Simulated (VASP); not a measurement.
**Fe: single point with PBEsol**

Fe:

```
Fe
1.0
     2.21646    0.00000    0.00000
    -1.10823    1.91951    0.00000
     0.00000    0.00000    3.52344
Fe
2
Direct
  0.33333 0.66667 0.25000
  0.66667 0.33333 0.75000
```

This isn't the form of Fe at room conditions, which is bcc.

```json
{
  "Program": "VASP 6.6.1",
  "Task": "single point",
  "Functional": "PBEsol",
  "Potentials or basis": "VASP PAW PBE potentials, release 64 (Fe)",
  "Cutoff": "520 eV",
  "k mesh": "20 × 20 × 11",
  "Occupations": "fermi-dirac, width 0.08 eV",
  "Spin": "collinear spin, ferromagnetic start",
  "Starting moments": "[2.5, 2.5] μB",
  "Dipole correction": "no",
  "Further INCAR settings": "ALGO = Normal; EDIFF = 1e-06; NBANDS = 19"
}
```

| Quantity | Value |
| --- | --- |
| Pressure | 160.3 GPa |
| Band gap on the k mesh | zero (filled and empty bands overlap) |
| Net moment | 0.00 μB per cell |

Stress tensor (GPa, compression positive):
```
160.49   0.00   0.00
  0.00 160.49   0.00
  0.00   0.00 159.97
```

Levels at points of the mesh, in eV from the Fermi level:
Spin up:
| k point | band 6 | band 7 | band 8 | band 9 | band 10 | band 11 |
| --- | --- | --- | --- | --- | --- | --- |
| (0.00, 0.00, 0.00) | -1.90 | -1.90 | -1.30 | -1.30 | 0.77 | 1.09 |
| (0.50, 0.00, 0.00) | -2.34 | -1.65 | 1.32 | 1.67 | 1.69 | 4.01 |
Spin down:
| k point | band 5 | band 6 | band 7 | band 8 | band 9 | band 10 | band 11 | band 12 |
| --- | --- | --- | --- | --- | --- | --- | --- | --- |
| (0.00, 0.00, 0.00) | -2.48 | -1.90 | -1.90 | -1.30 | -1.30 | 0.77 | 1.09 | 1.09 |
| (0.50, 0.00, 0.00) | -2.65 | -2.34 | -1.65 | 1.32 | 1.67 | 1.69 | 4.01 | 7.03 |

Run time: 2.2 min on 1 thread of Intel Xeon 8259CL (shared host), peak memory 0.22 GiB.

Caveat: the cell stands under pressure; the PAW data sets were made with another functional, which shifts forces and pressure a little.
